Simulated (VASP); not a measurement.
Set up this calculation in VASP 6.6.1, as the native input.

```
Task                   : single point
Functional             : PBE
Potentials or basis    : VASP PAW PBE potentials, release 64 (Si)
Cutoff                 : 520 eV
k mesh                 : 10 × 10 × 10
Occupations            : gaussian, width 0.05 eV
Spin                   : no spin polarisation
Dipole correction      : no
Further INCAR settings : ALGO = Normal; EDIFF = 1e-06; NBANDS = 11
```

The structure of Si lies in POSCAR:

```
Si
1.0
    0.0000000000      2.6206928611      2.6206928611
    2.6206928611      0.0000000000      2.6206928611
    2.6206928611      2.6206928611      0.0000000000
Si
2
Direct
    0.5000000000      0.5000000000      0.5000000000
    0.7500000000      0.7500000000      0.7500000000
```

This cell differs from its parent crystal: volume 17.999 Å^3 an atom, c/a of the conventional cell 1.0000.

The input as run:

INCAR

```
PREC = Accurate
ENCUT = 520
EDIFF = 1E-6
ISMEAR = 0
SIGMA = 0.05
LREAL = F
LASPH = T
NELM = 100
ALGO = Normal
ISIF = 2
LWAVE = F
LCHARG = F
GGA = PE
NBANDS = 11
```

KPOINTS

```
Automatic mesh
0
Gamma
  10 10 10
```

Potentials or basis: VASP PAW PBE potentials, release 64 (Si).

The run is started by

```bash
$ cat potpaw_PBE.64/Si/POTCAR > POTCAR
$ mpirun -np 1 vasp_std > vasp.out
```

Results of the run:

```
Pressure               : 14.8 GPa
Band gap on the k mesh : 0.38 eV, indirect (least direct gap 2.60 eV)
```

Wall time 9.2 s on 1 thread of Intel(R) Xeon(R) Platinum 8488C (Sapphire Rapids), on a shared host, peak memory 0.15 GiB.
